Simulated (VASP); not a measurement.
# SrLi2SnS4 (I-42m) in VASP: further runs

The runs below take SrLi2SnS4 through single point, with r2SCAN.

All numbers are computed with VASP 6.6.1; they aren't measurements. Logs are shortened: lines on timing, memory, paths and dates and some standing lists are left out, and cuts for length are marked.

**1. The cell of the first run**

Symmetry: I-42m, No. 121, tetragonal system. Conventional cell: a = 6.617 Å, b = 6.617 Å, c = 7.948 Å, α = 90.00°, β = 90.00°, γ = 90.00°. Within 3.2 Å of Li (site symmetry -4) lie 4 S at 2.45 Å. Sr (site symmetry -42m) has 8 S at 3.05 to 3.26 Å and 8 Li at 3.86 Å and 2 Sn at 3.97 Å within 4.0 Å. Within 3.1 Å of Sn (site symmetry -42m) lie 4 S at 2.37 Å. Within 3.1 Å of S (site symmetry m) lie 1 Sn at 2.37 Å and 2 Li at 2.45 Å and 1 Sr at 3.05 Å.

**2. Single point, r2SCAN (21.75 Å³/atom)**

The input, POSCAR:

```
SrLi2SnS4
1.0
   -3.3084299785      3.3084299785      3.9738121774
    3.3084299785     -3.3084299785      3.9738121774
    3.3084299785      3.3084299785     -3.9738121774
Li Sr Sn S
2 1 1 4
Direct
    0.2500000000      0.7500000000      0.5000000000
    0.7500000000      0.2500000000      0.5000000000
    0.5000000000      0.5000000000      0.0000000000
    0.0000000000      0.0000000000      0.0000000000
    0.0368209321      0.0368209321      0.4152325976
    0.9631790679      0.3784116655      0.0000000000
    0.6215883345      0.6215883345      0.5847674024
    0.3784116655      0.9631790679      0.0000000000
```

The input, INCAR.step1:

```
PREC     = Accurate       # precision mode
ENCUT    = 520            # plane-wave cutoff, eV
ISMEAR   = 0              # smearing method
SIGMA    = 0.01           # smearing width, eV
LREAL    = F              # projectors in reciprocal space
LASPH    = T              # aspherical terms in the spheres
NELM     = 80             # most SCF steps
NBANDS   = 37             # bands
GGA      = PE             # functional
ALGO     = Normal         # electronic algorithm
EDIFF    = 1E-4           # SCF threshold, eV
LWAVE    = T              # write WAVECAR
LCHARG   = F              # write CHGCAR
```

The input, INCAR.step2:

```
PREC     = Accurate       # precision mode
ENCUT    = 520            # plane-wave cutoff, eV
EDIFF    = 1E-6           # SCF threshold, eV
ISMEAR   = 0              # smearing method
SIGMA    = 0.01           # smearing width, eV
LREAL    = F              # projectors in reciprocal space
LASPH    = T              # aspherical terms in the spheres
NELM     = 80             # most SCF steps
ALGO     = Normal         # electronic algorithm
ISIF     = 2              # what is computed and relaxed
LWAVE    = F              # write WAVECAR
LCHARG   = T              # write CHGCAR
METAGGA  = R2SCAN         # meta-GGA
LMIXTAU  = T            
LELF     = T              # ELF
LVHAR    = T            
NBANDS   = 37             # bands
ISTART   = 1
```

The input, KPOINTS:

```
Automatic mesh
0
Gamma
  4 4 4
```

Potentials or basis: VASP PAW PBE potentials, release 64 (Li_sv, Sr_sv, Sn_d, S).

Launch:

```bash
$ cat potpaw_PBE.64/Li_sv/POTCAR potpaw_PBE.64/Sr_sv/POTCAR potpaw_PBE.64/Sn_d/POTCAR potpaw_PBE.64/S/POTCAR > POTCAR
$ cp INCAR.step1 INCAR
$ mpirun -np 1 vasp_std > vasp.out
$ cp INCAR.step2 INCAR
$ mpirun -np 1 vasp_std > vasp.out
```

OUTCAR:

```text
PREC = Accurate
   ENCUT = 520
   EDIFF = 1E-6
   ISMEAR = 0
   LREAL = F
   LASPH = T
   NELM = 80
   ISIF = 2
   METAGGA = R2SCAN
   ISTART = 1

 ion  position               nearest neighbor table
   1  0.250  0.750  0.500-   5 2.45   7 2.45   8 2.45   6 2.45   3 3.86   3 3.86   3 3.86   3 3.86

   2  0.750  0.250  0.500-   5 2.45   6 2.45   7 2.45   8 2.45   3 3.86   3 3.86   3 3.86   3 3.86

   3  0.500  0.500  0.000-   7 3.05   6 3.05   8 3.05   5 3.05   5 3.26   7 3.26   8 3.26   6 3.26
                             1 3.86   1 3.86   2 3.86   2 3.86   2 3.86   1 3.86   1 3.86   2 3.86
   4  0.000  0.000  0.000-   5 2.37   6 2.37   7 2.37   8 2.37   3 3.97   3 3.97
   5  0.037  0.037  0.415-   4 2.37   2 2.45   1 2.45   3 3.05   3 3.26
   6  0.963  0.378  0.000-   4 2.37   1 2.45   2 2.45   3 3.05   3 3.26
   7  0.622  0.622  0.585-   4 2.37   2 2.45   1 2.45   3 3.05   3 3.26
   8  0.378  0.963  0.000-   4 2.37   2 2.45   1 2.45   3 3.05   3 3.26

  LATTYP: Found a body centered tetragonal cell.
 ALAT       =     6.6168599570
 C/A-ratio  =     1.2011172076

  Lattice vectors:

 A1 = (  -3.3084299785,   3.3084299785,   3.9738121774)
 A2 = (   3.3084299785,  -3.3084299785,   3.9738121774)
 A3 = (   3.3084299785,   3.3084299785,  -3.9738121774)

Analysis of symmetry for initial positions (statically):
=====================================================================
 Subroutine PRICEL returns:
 Original cell was already a primitive cell.

 Routine SETGRP: Setting up the symmetry group for a
 body centered tetragonal supercell.

 Subroutine GETGRP returns: Found  8 space group operations
 (whereof  8 operations were pure point group operations)
 out of a pool of 16 trial point group operations.

The static configuration has the point symmetry D_2d.

Analysis of symmetry for dynamics (positions and initial velocities):
=====================================================================
 Subroutine PRICEL returns:
 Original cell was already a primitive cell.

 Routine SETGRP: Setting up the symmetry group for a
 body centered tetragonal supercell.

 Subroutine GETGRP returns: Found  8 space group operations
 (whereof  8 operations were pure point group operations)
 out of a pool of 16 trial point group operations.

The dynamic configuration has the point symmetry D_2d.

 Subroutine INISYM returns: Found  8 space group operations
 (whereof  8 operations are pure point group operations),
 and found     1 'primitive' translations

----------------------------------------------------------------------------------------

                                     Primitive cell

  volume of cell :     173.9848

  direct lattice vectors                    reciprocal lattice vectors
    -3.308429978  3.308429978  3.973812177     0.000000000  0.151129086  0.125823763
     3.308429978 -3.308429978  3.973812177     0.151129086  0.000000000  0.125823763
     3.308429978  3.308429978 -3.973812177     0.151129086  0.151129086  0.000000000

  length of vectors
     6.138615566  6.138615566  6.138615566     0.196651011  0.196651011  0.213728804

  position of ions in fractional coordinates (direct lattice)
     0.250000000  0.750000000  0.500000000
     0.750000000  0.250000000  0.500000000
     0.500000000  0.500000000  0.000000000
     0.000000000  0.000000000  0.000000000
     0.036820932  0.036820932  0.415232598
     0.963179068  0.378411666  0.000000000
     0.621588334  0.621588334  0.584767402
     0.378411666  0.963179068  0.000000000

  ion indices of the primitive-cell ions
   primitive index   ion index
                 1           1
                 2           2
                 3           3
                 4           4
                 5           5
                 6           6
                 7           7
                 8           8

----------------------------------------------------------------------------------------

 KPOINTS: Automatic mesh

Automatic generation of k-mesh.
 Grid dimensions read from file:
 generate k-points for:    4    4    4

 Generating k-lattice:

  Cartesian coordinates                     Fractional coordinates (reciprocal lattice)
     0.000000000  0.037782272  0.031455941     0.250000000  0.000000000  0.000000000
     0.037782272  0.000000000  0.031455941     0.000000000  0.250000000  0.000000000
     0.037782272  0.037782272  0.000000000     0.000000000  0.000000000  0.250000000

  Length of vectors
     0.049162753  0.049162753  0.053432201

  Shift w.r.t. Gamma in fractional coordinates (k-lattice)
     0.000000000  0.000000000  0.000000000

 Subroutine IBZKPT returns following result:
 ===========================================

 Found     13 irreducible k-points:

 Following reciprocal coordinates:
            Coordinates               Weight
  0.000000  0.000000  0.000000      1.000000
  0.250000  0.000000  0.000000      8.000000
  0.500000  0.000000  0.000000      4.000000
  0.250000  0.250000  0.000000      8.000000
  0.500000  0.250000 -0.000000     16.000000
 -0.250000  0.250000  0.000000      4.000000
  0.500000  0.500000  0.000000      2.000000
  0.250000  0.250000  0.250000      2.000000
 -0.250000  0.250000  0.250000      4.000000
  0.500000  0.500000  0.250000      4.000000
 -0.250000  0.500000  0.250000      8.000000
 -0.250000 -0.250000  0.250000      2.000000
  0.500000  0.500000  0.500000      1.000000
   k-points           NKPTS =     13   k-points in BZ     NKDIM =     13   number of bands    NBANDS=     37
   number of dos      NEDOS =    301   number of ions     NIONS =      8
   total plane-waves  NPLWV = 110592
   dimension x,y,z NGX =    48 NGY =   48 NGZ =   48
   dimension x,y,z NGXF=    96 NGYF=   96 NGZF=   96
   ions per type =               2   1   1   4
   NGX,Y,Z   is equivalent  to a cutoff of  13.00, 13.00, 13.00 a.u.
   NGXF,Y,Z  is equivalent  to a cutoff of  26.00, 26.00, 26.00 a.u.
 SYSTEM =  unknown system
   PREC   = accura    normal or accurate (medium, high low for compatibility)
   ISTART =      1    job   : 0-new  1-cont  2-samecut
   ICHARG =      0    charge: 1-file 2-atom 10-const
   ISPIN  =      1    spin polarized calculation?
   LNONCOLLINEAR =      F non collinear calculations
   LSORBIT =      F    spin-orbit coupling
   LASPH  =      T    aspherical Exc in radial PAW
   ENCUT  =  520.0 eV  38.22 Ry    6.18 a.u.  11.41 11.41 11.41*2*pi/ulx,y,z
   NELM   =     80;   NELMIN=  2; NELMDL=  0     # of ELM steps
   EDIFF  = 0.1E-05   stopping-criterion for ELM
   LREAL  =      F    real-space projection
   EDIFFG = 0.1E-04   stopping-criterion for IOM
   NSW    =      0    number of steps for IOM
   IBRION =     -1    ionic relax: 0-MD 1-quasi-New 2-CG
   NFREE  =      0    steps in history (QN), initial steepest desc. (CG)
   ISIF   =      2    stress and relaxation
   ISYM   =      2    0-nonsym 1-usesym 2-fastsym
   POTIM  = 0.5000    time-step for ionic-motion
   TEBEG  =    0.0;   TEEND  =   0.0 temperature during run
   PSTRESS=    0.0 pullay stress
   NELECT =      54.0000    total number of electrons
   NUPDOWN=      -1.0000    fix difference up-down
   EMIN   =  10.00;   EMAX   =-10.00  energy-range for DOS
   EFERMI =   0.00;   METHOD = LEGACY
   ISMEAR =     0;   SIGMA  =   0.01  broadening in eV -4-tet -1-fermi 0-gaus
   EFERMI_NEDOS =   21; number of points for ismear=-14 and -15
   IALGO  =     38    algorithm
   IMIX   =      4    mixing-type and parameters
     AMIX     =   0.40;   BMIX     =  1.00
     AMIX_MAG =   1.60;   BMIX_MAG =  1.00
  volume/ion in A,a.u.               =      21.75       146.76
  Fermi-wavevector in a.u.,A,eV,Ry     =   1.108415  2.094600 16.715894  1.228584
  Thomas-Fermi vector in A             =   2.244942
   LORBIT       =      0    0 simple, 1 ext, 2 COOP (PROOUT), +10 PAW based schemes
   METAGGA = R2SCAN    functional components
   LHFCALC =     F    Hartree Fock is set to
   AEXX    =    0.0000 exact exchange contribution
   IVDW    =     0    specifies the selected vdW correction
   LEPSILON=     F    determine dielectric tensor
   LRPA    =     F    only Hartree local field effects (RPA)
 non-spin polarized calculation
 Gauss-broadening in eV      SIGMA  =   0.01
  energy-cutoff  :      520.00
  volume of cell :      173.98
 maximum number of plane-waves:      4743
 NGX is ok and might be reduce to    48
   NGX = 23   NGY = 23   NGZ = 23

 number of electron      54.0000014 magnetization

 Free energy of the ion-electron system (eV)
  ---------------------------------------------------
  ext. energy  EPLUGINS =         0.00000000
  ---------------------------------------------------
  free energy    TOTEN  =       -88.09575921 eV

  energy without entropy =      -88.09575921  energy(sigma->0) =      -88.09575921

 E-fermi :   2.8419     XC(G=0):  -9.4250

 val. band max:        2.6935048832   @ k =   0.5000   0.5000   0.5000
 cond. band min:       5.7815857501   @ k =   0.5000   0.5000   0.5000
 fundamental gap:      3.0880808669
 Fermi energy:         2.8419139512

 k-point     1 :       0.0000    0.0000    0.0000
  band No.  band energies     occupation
      1     -43.2656      2.00000
      2     -43.2653      2.00000
      3     -32.5475      2.00000
      4     -18.8312      2.00000
      5     -18.8312      2.00000
      6     -18.8201      2.00000
[... 29 lines left out ...]
     36       9.9938      0.00000
     37       9.9938      0.00000

 k-point     2 :       0.2500    0.0000    0.0000
  band No.  band energies     occupation
      1     -43.2655      2.00000
      2     -43.2653      2.00000
      3     -32.5474      2.00000
      4     -18.8308      2.00000
      5     -18.8307      2.00000
      6     -18.8198      2.00000
[... 29 lines left out ...]
     36       9.8733      0.00000
     37      10.2320      0.00000

 k-point     3 :       0.5000    0.0000    0.0000
  band No.  band energies     occupation
      1     -43.2654      2.00000
      2     -43.2654      2.00000
      3     -32.5474      2.00000
      4     -18.8304      2.00000
      5     -18.8303      2.00000
      6     -18.8196      2.00000
[... 29 lines left out ...]
     36       9.5663      0.00000
     37       9.7300      0.00000

 k-point     4 :       0.2500    0.2500    0.0000
  band No.  band energies     occupation
      1     -43.2654      2.00000
      2     -43.2654      2.00000
      3     -32.5474      2.00000
      4     -18.8303      2.00000
      5     -18.8303      2.00000
      6     -18.8196      2.00000
[... 29 lines left out ...]
     36       9.6676      0.00000
     37       9.8853      0.00000
[... 243 lines left out ...]
      1     -43.2654      2.00000
      2     -43.2654      2.00000
      3     -32.5473      2.00000
      4     -18.8299      2.00000
      5     -18.8299      2.00000
      6     -18.8194      2.00000
[... 29 lines left out ...]
     36       9.8013      0.00000
     37      10.3666      0.00000

 k-point    12 :      -0.2500   -0.2500    0.2500
  band No.  band energies     occupation
      1     -43.2655      2.00000
      2     -43.2654      2.00000
      3     -32.5474      2.00000
      4     -18.8303      2.00000
      5     -18.8303      2.00000
      6     -18.8196      2.00000
[... 29 lines left out ...]
     36       9.6686      0.00000
     37      10.1134      0.00000

 k-point    13 :       0.5000    0.5000    0.5000
  band No.  band energies     occupation
      1     -43.2654      2.00000
      2     -43.2654      2.00000
      3     -32.5473      2.00000
      4     -18.8294      2.00000
      5     -18.8294      2.00000
      6     -18.8192      2.00000
[... 29 lines left out ...]
     36       9.9245      0.00000
     37      10.5616      0.00000

------------------------ aborting loop because EDIFF is reached ----------------------------------------

  FORCE on cell =-STRESS in cart. coord.  units (eV):
  Direction    XX          YY          ZZ          XY          YZ          ZX
  --------------------------------------------------------------------------------------
  -------------------------------------------------------------------------------------
  Total        2.0338764      2.0338764      1.5914728      0.0000000      0.0000000     -0.0000000
  in kB       18.7294026     18.7294026     14.6554302      0.0000000      0.0000000     -0.0000000
  external PRESSURE =      17.3714118 kB  Pullay stress =       0.0000000 kB

 VOLUME and BASIS-vectors are now :
 -----------------------------------------------------------------------------
  energy-cutoff  :      520.00
  volume of cell :      173.98
      direct lattice vectors                 reciprocal lattice vectors
    -3.308429978  3.308429978  3.973812177     0.000000000  0.151129086  0.125823763
     3.308429978 -3.308429978  3.973812177     0.151129086  0.000000000  0.125823763
     3.308429978  3.308429978 -3.973812177     0.151129086  0.151129086  0.000000000

 POSITION                                       TOTAL-FORCE (eV/Angst)
 -----------------------------------------------------------------------------------
      3.30843     -0.00000      1.98691        -0.000000      0.000000      0.000000
     -0.00000      3.30843      1.98691        -0.000000      0.000000     -0.000000
      0.00000      0.00000      3.97381        -0.000000      0.000000      0.000000
      0.00000      0.00000      0.00000        -0.000000      0.000000     -0.000000
      1.37377      1.37377     -1.35742         0.124024      0.124024     -0.125383
     -1.93466      1.93466      5.33123         0.124024     -0.124024      0.125383
      1.93466      1.93466      2.61639        -0.124024     -0.124024     -0.125383
      1.93466     -1.93466      5.33123        -0.124024      0.124024      0.125383
 -----------------------------------------------------------------------------------
    total drift:                               -0.000117     -0.000117     -0.000111

  FREE ENERGIE OF THE ION-ELECTRON SYSTEM (eV)
  ---------------------------------------------------
  free  energy   TOTEN  =       -88.0957592125 eV

  energy  without entropy=      -88.0957592125  energy(sigma->0) =      -88.09575921
```

Wall time 10 min (1 thread of Oxide Virtual Turin-like, shared host); peak memory 0.38 GiB.

Results:

```
Free energy            : -88.0958 eV
Largest force          : 0.216 eV/Å
Band gap on the k mesh : 3.09 eV
```

Forces on the atoms (eV/Å):
```
Li   0.000  0.000  0.000
Li   0.000  0.000  0.000
Sr   0.000  0.000  0.000
Sn   0.000  0.000  0.000
S    0.124  0.124 -0.125
S    0.124 -0.124  0.125
S   -0.124 -0.124 -0.125
S   -0.124  0.124  0.125
```

Caveat: the cutoff is under 1.25 times the usual one of these potentials, so pressure, stress and relaxed cells hold a basis-set (Pulay) error; the PAW data sets were made with another functional, which shifts forces and pressure a little; spin-orbit coupling is left out, which moves the levels of the heavy elements.

**3. Single point, r2SCAN**

This run uses another cell than the first one, of 22.42 Å³/atom.

POSCAR: that of step 2 with these lines changed.

```diff
@@ -2,5 +2,5 @@
 1.0
-   -3.3084299785      3.3084299785      3.9738121774
-    3.3084299785     -3.3084299785      3.9738121774
-    3.3084299785      3.3084299785     -3.9738121774
+   -3.3421917999      3.3421917999      4.0143640820
+    3.3421917999     -3.3421917999      4.0143640820
+    3.3421917999      3.3421917999     -4.0143640820
 Li Sr Sn S
```

The input, INCAR.step1:

```
ALGO = Normal
EDIFF = 1E-4
ENCUT = 520
GGA = PE
ISMEAR = 0
LASPH = T
LCHARG = F
LREAL = F
LWAVE = T
NBANDS = 37
NELM = 100
PREC = Accurate
SIGMA = 0.01
```

The input, INCAR.step2:

```
ALGO = Normal
EDIFF = 1E-6
ENCUT = 520
ISIF = 2
ISMEAR = 0
ISTART = 1
LASPH = T
LCHARG = T
LELF = T
LMIXTAU = T
LREAL = F
LVHAR = T
LWAVE = F
METAGGA = R2SCAN
NBANDS = 37
NELM = 100
PREC = Accurate
SIGMA = 0.01
```

The input, KPOINTS:

```
k-points
0
Gamma
  4 4 4
```

Potentials or basis: VASP PAW PBE potentials, release 64 (Li_sv, Sr_sv, Sn_d, S).

Launch:

```bash
$ cat potpaw_PBE.64/Li_sv/POTCAR potpaw_PBE.64/Sr_sv/POTCAR potpaw_PBE.64/Sn_d/POTCAR potpaw_PBE.64/S/POTCAR > POTCAR
$ cp INCAR.step1 INCAR
$ mpirun -np 1 vasp_std > vasp.out
$ cp INCAR.step2 INCAR
$ mpirun -np 1 vasp_std > vasp.out
```

Run time: 9.2 min. Hardware: 1 thread of Oxide Virtual Turin-like, shared host; peak memory 0.38 GiB.

It converged, with:

```
Free energy            : -88.1243 eV
Largest force          : 0.017 eV/Å
Band gap on the k mesh : 2.99 eV
```

Forces on the atoms (eV/Å):
```
Li   0.000  0.000  0.000
Li   0.000  0.000  0.000
Sr   0.000  0.000  0.000
Sn   0.000  0.000  0.000
S   -0.012 -0.012  0.002
S   -0.012  0.012 -0.002
S    0.012  0.012  0.002
S    0.012 -0.012 -0.002
```

Levels at points of the mesh, in eV from the valence-band top:
```
           k point  band 23  band 24  band 25  band 26  band 27  band 28  band 29  band 30  band 31  band 32
(0.00, 0.00, 0.00)    -0.98    -0.96    -0.48    -0.37    -0.37     3.11     4.41     5.12     5.49     6.00
(0.50, 0.00, 0.00)    -1.27    -1.19    -0.87    -0.65    -0.47     3.35     4.28     5.34     5.47     5.67
(0.50, 0.50, 0.00)    -1.30    -1.27    -1.08    -1.03    -0.49     3.47     4.78     5.18     5.28     5.32
(0.50, 0.50, 0.50)    -1.98    -1.72    -0.47    -0.47     0.00     2.99     4.60     4.60     5.00     5.89
```

Caveat: the cutoff is under 1.25 times the usual one of these potentials, so pressure, stress and relaxed cells hold a basis-set (Pulay) error; the PAW data sets were made with another functional, which shifts forces and pressure a little; spin-orbit coupling is left out, which moves the levels of the heavy elements.

(Part 1 of 2 ends here.)
